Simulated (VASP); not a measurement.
Set up this calculation in VASP 6.6.1, as the native input.

* Task: single point
* Functional: PBE
* Potentials or basis: VASP PAW PBE potentials, release 64 (O, S, Mg_sv)
* Cutoff: 840 eV
* k mesh: 10 × 10 × 10
* Occupations: fermi-dirac, width 0.02 eV
* Spin: no spin polarisation
* Dipole correction: no
* Further INCAR settings: ALGO = Normal; EDIFF = 1e-06; NBANDS = 24

The structure of Mg2SO lies in POSCAR:

```
Mg2SO
1.0
    1.6115140531      0.9304080724      5.5810405267
   -1.6115140531      0.9304080724      5.5810405267
    0.0000000000     -1.8608161447      5.5810405267
O S Mg
1 1 2
Direct
    1.0000000000      0.0000000000      0.0000000000
    0.5000000000      0.5000000000      0.5000000000
    0.2620368089      0.2620368089      0.2620368089
    0.7379631911      0.7379631911      0.7379631911
```

This cell differs from its parent crystal: epitaxial xy strain -3.5%.

These files were run (other wordings do the same):

INCAR

```
PREC = Accurate ; ENCUT = 840
EDIFF = 1E-6 ; ISMEAR = -1
SIGMA = 0.02 ; LREAL = False
LASPH = True ; NELM = 120
ALGO = Normal ; ISIF = 2
LWAVE = False ; LCHARG = False
GGA = PE ; NBANDS = 24
GGA_COMPAT = False
```

KPOINTS

```
regular mesh
0
Gamma
  10 10 10
```

Potentials or basis: VASP PAW PBE potentials, release 64 (O, S, Mg_sv).

Run with:

```console
$ cat potpaw_PBE.64/O/POTCAR potpaw_PBE.64/S/POTCAR potpaw_PBE.64/Mg_sv/POTCAR > POTCAR
$ mpirun -np 1 vasp_std > vasp.out
```

Results of the run:

- Pressure: 9.0 GPa
- Largest force: 0.010 eV/Å
- Band gap on the k mesh: 0.68 eV

Caveat: the cell differs from its parent crystal (epitaxial xy strain -3.5%); the stress differs along the axes, from 3 to 12 GPa; semilocal functionals underestimate gaps, and a narrow one can read as zero.

It took 11 min on 1 thread of Intel(R) Xeon(R) Platinum 8259CL CPU @ 2.50GHz (Skylake/Cascade Lake), with other jobs on the host, peak memory 0.57 GiB.
